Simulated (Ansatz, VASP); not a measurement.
**ZrIn2Se3: VASP beside Ansatz**

```
Zr In Se
1.0
     3.51862    0.00000    0.00000
     0.00000    3.51862    0.00000
     0.00000    0.00000   11.38327
Zr In Se
1 2 3
Direct
  0.50000 0.50000 0.50000
  0.50000 0.50000 0.83612
  0.50000 0.50000 0.16388
  0.00000 0.00000 0.00000
  0.00000 0.00000 0.63376
  0.00000 0.00000 0.36624
```

Change from the starting cell: species swapped into the MgSc3Ru2 type (P4/mmm, No. 123).

Alike in both runs: functional PBE; k mesh 4 × 4 × 2; occupations gaussian, width 0.1 eV; no spin polarisation.

Ansatz relaxed the structure, and its values are those at the end. VASP's run is a single point on that final structure, the one shown.

|  | VASP | Ansatz |
| --- | --- | --- |
| version | VASP 6.6.1 | Ansatz 0.2.0 |
| potentials or method | VASP PAW PBE potentials, release 64 (Zr_sv, In_d, Se), cutoff 520 eV | scalar-relativistic, plane waves, PAW |
| valence electrons in the cell | 56 | 86 |

Ansatz gave:

- gap on the k mesh at the Fermi level (eV): none
- pressure (GPa): -0.1
- rms of the force components (eV/Å): 0.003

What did VASP give for the same quantities?

gap on the k mesh at the Fermi level (eV): none; pressure (GPa): 0.0; rms of the force components (eV/Å): 0.001.

A gap of «none» marks a metal or a gap that the smearing closes. The functional is the same, so the differences come from potentials, cutoffs and numerics. VASP's potentials hold 56 valence electrons a cell and Ansatz's 86, so a difference there can come from the potentials and not from the codes.

The k mesh is coarse, so the values compare programs but aren't converged.
